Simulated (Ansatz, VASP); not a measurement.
# SiC3 in VASP and in Ansatz

```
CELL_PARAMETERS angstrom
3.42369 0.00000 0.00000
0.00000 3.42369 0.00000
0.00000 0.00000 3.38995
ATOMIC_POSITIONS crystal
Si 0.00000 0.00000 0.50000
C 0.00000 0.00000 0.00000
C 0.50000 0.50000 0.71268
C 0.50000 0.50000 0.28732
```

Alike in both runs: functional PBE; k mesh 6 × 6 × 2; occupations gaussian, width 0.1 eV; no spin polarisation.

Ansatz relaxed the structure, and its values are those at the end. VASP's run is a single point on that final structure, the one shown.

|  | VASP | Ansatz |
| --- | --- | --- |
| version | VASP 6.6.1 | Ansatz 0.2.0 |
| potentials or method | VASP PAW PBE potentials, release 64 (Si, C), cutoff 520 eV | scalar-relativistic, plane waves, PAW |
| valence electrons in the cell | 16 | 16 |

Ansatz gave:

```
gap on the k mesh at the Fermi level (eV) : none
pressure (GPa)                            : 0.0
rms of the force components (eV/Å)        : 0.000
```

Task: What did VASP give for the same quantities?

Result: gap on the k mesh at the Fermi level (eV): none; pressure (GPa): 0.1; rms of the force components (eV/Å): 0.031.

A gap of «none» marks a metal or a gap that the smearing closes.

The k mesh is coarse, so the values compare programs but aren't converged.
